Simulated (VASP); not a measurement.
Set up this calculation in VASP 6.6.1, as the native input.

| Item | Value |
| --- | --- |
| Task | relaxation of shape and atoms at fixed volume |
| Functional | PBE |
| Potentials or basis | VASP PAW PBE potentials, release 64 (C) |
| Cutoff | 600 eV |
| k mesh | 12 × 12 × 2 |
| Occupations | gaussian, width 0.02 eV |
| Spin | no spin polarisation |
| Dipole correction | no |
| Further INCAR settings | LREAL = Auto; ALGO = Normal; EDIFF = 1e-06; IBRION = 2; EDIFFG = -0.01; NSW = 50; ISIF = 4 |

The structure of C lies in POSCAR:

```
C
1.0
    2.4701255039      0.0000000000      0.0000000000
   -1.2350627520      2.1391914369      0.0000000000
    0.0000000000      0.0000000000     16.2167828189
C
16
Direct
    0.0000000000      0.0000000000      0.0467029300
    0.0000000000      0.0000000000      0.5467029300
    0.0000000000      0.0000000000      0.4532970700
    0.0000000000      0.0000000000      0.9532970700
    0.3333333333      0.6666666667      0.0778793495
    0.6666666667      0.3333333333      0.5778793495
    0.3333333333      0.6666666667      0.4221206505
    0.6666666667      0.3333333333      0.9221206505
    0.3333333333      0.6666666667      0.1712275922
    0.6666666667      0.3333333333      0.6712275922
    0.3333333333      0.6666666667      0.3287724078
    0.6666666667      0.3333333333      0.8287724078
    0.3333333333      0.6666666667      0.7973994712
    0.6666666667      0.3333333333      0.2973994712
    0.3333333333      0.6666666667      0.7026005288
    0.6666666667      0.3333333333      0.2026005288
```

One way to write it, as run:

INCAR

```
SYSTEM = C
PREC     = Accurate       ! precision mode
ENCUT    = 600            ! plane-wave cutoff, eV
EDIFF    = 1E-6           ! SCF threshold, eV
ISMEAR   = 0              ! smearing method
SIGMA    = 0.02           ! smearing width, eV
LREAL    = Auto         
LASPH    = .TRUE.         ! aspherical terms in the spheres
NELM     = 80             ! most SCF steps
ALGO     = Normal         ! electronic algorithm
ISIF     = 4              ! what is computed and relaxed
LWAVE    = .FALSE.        ! write WAVECAR
LCHARG   = .FALSE.        ! write CHGCAR
GGA      = PE             ! functional
IBRION   = 2              ! ionic algorithm
NSW      = 50             ! ionic steps
EDIFFG   = -0.01          ! ionic threshold
```

KPOINTS

```
regular mesh
0
G
  12 12 2
  0 0 0
```

Potentials or basis: VASP PAW PBE potentials, release 64 (C).

The run is started by

```bash
$ cat potpaw_PBE.64/C/POTCAR > POTCAR
$ mpirun -np 1 vasp_std > vasp.out
```

Results of the run:

```
Energy gained by relaxing    : 0.0 meV/atom
Ionic steps                  : 3
Pressure after relaxing      : 30.2 GPa
Largest force after relaxing : 0.007 eV/Å
Band gap on the k mesh       : 4.55 eV (least direct gap 5.56 eV)
```

Wall time 12 min on 1 thread of Oxide Virtual Turin-like Processor, on a shared host, peak memory 0.24 GiB.
